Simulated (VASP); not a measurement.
Set up this calculation in VASP 6.6.1, as the native input.

```
Task                   : single point
Functional             : PBE
Potentials or basis    : VASP PAW PBE potentials, release 64 (Ti_sv, O)
Cutoff                 : 520 eV
k mesh                 : 4 × 4 × 6
Occupations            : gaussian, width 0.1 eV
Spin                   : no spin polarisation
Hubbard terms          : Ti d U = 4.0 eV
Dipole correction      : no
Further INCAR settings : ALGO = Normal; EDIFF = 1e-06; NBANDS = 33
```

The structure of TiO2 lies in POSCAR:

```
TiO2
1.0
    4.6417050827      0.0000000000      0.0000000000
    0.0000000000      4.6417050827      0.0000000000
    0.0000000000      0.0000000000      3.0055525033
Ti O
2 4
Direct
    0.0000000000      0.0000000000      0.0000000000
    0.5000000000      0.5000000000      0.5000000000
    0.3057884315      0.3057884315      0.0000000000
    0.1942115685      0.8057884315      0.5000000000
    0.6942115685      0.6942115685      0.0000000000
    0.8057884315      0.1942115685      0.5000000000
```

One way to write it, as run:

INCAR

```
SYSTEM = TiO2
PREC = Accurate
ENCUT = 520
EDIFF = 1E-6
ISMEAR = 0
SIGMA = 0.1
LREAL = .FALSE.
LASPH = .TRUE.
NELM = 150
ALGO = Normal
ISIF = 2
LWAVE = .FALSE.
LCHARG = .TRUE.
LMAXMIX = 4
LDAU = .TRUE.
LDAUTYPE = 2
LDAUL = 2 -1
LDAUU = 4 0
LDAUJ = 0 0
LDAUPRINT = 1
GGA = PE
LELF = .TRUE.
LVHAR = .TRUE.
NBANDS = 33
```

KPOINTS

```
Automatic mesh
0
G
  4 4 6
  0 0 0
```

Potentials or basis: VASP PAW PBE potentials, release 64 (Ti_sv, O).

Launch:

```sh
$ cat potpaw_PBE.64/Ti_sv/POTCAR potpaw_PBE.64/O/POTCAR > POTCAR
$ mpirun -np 1 vasp_std > vasp.out
```

It gave:

```json
{"Pressure": "4.0 GPa", "Largest force": "0.166 eV/Å", "Band gap on the k mesh": "2.31 eV, direct"}
```

Run time: 39 s on 1 thread of AMD EPYC 7R13 Processor (Zen 3) (shared host), peak memory 0.16 GiB.
